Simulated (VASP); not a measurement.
Here is a VASP 6.6.1 calculation.

INCAR

```
  PREC = Accurate
  ENCUT = 520
  EDIFF = 1E-6
  ISMEAR = 0
  SIGMA = 0.15
  LREAL = F
  LASPH = T
  NELM = 100
  ALGO = Normal
  ISIF = 2
  LWAVE = F
  LCHARG = F
  GGA = PE
  NBANDS = 10
```

Contents of KPOINTS:

```
Automatic mesh
0
Gamma
  22 22 22
```

File POSCAR:

```
Ir
1.0
    0.0000000000      2.2703284714      1.4284906742
    2.2703284714      0.0000000000      1.4284906742
    2.2703284714      2.2703284714      0.0000000000
Ir
1
Direct
    0.0000000000      0.0000000000      0.0000000000
```

Potentials or basis: VASP PAW PBE potentials, release 64 (Ir).

The run is started by

```sh
$ cat potpaw_PBE.64/Ir/POTCAR > POTCAR
$ mpirun -np 1 vasp_std > vasp.out
```

(1) What does it give for the band gap on the k mesh?

(2) What does it give for the pressure?

Answers

(1) zero (an odd number of electrons rules out a gap without spin polarisation).

(2) 5.0 GPa.

Caveat: the stress differs along the axes, from -17 to 16 GPa; spin-orbit coupling is left out, which moves the levels of the heavy elements.
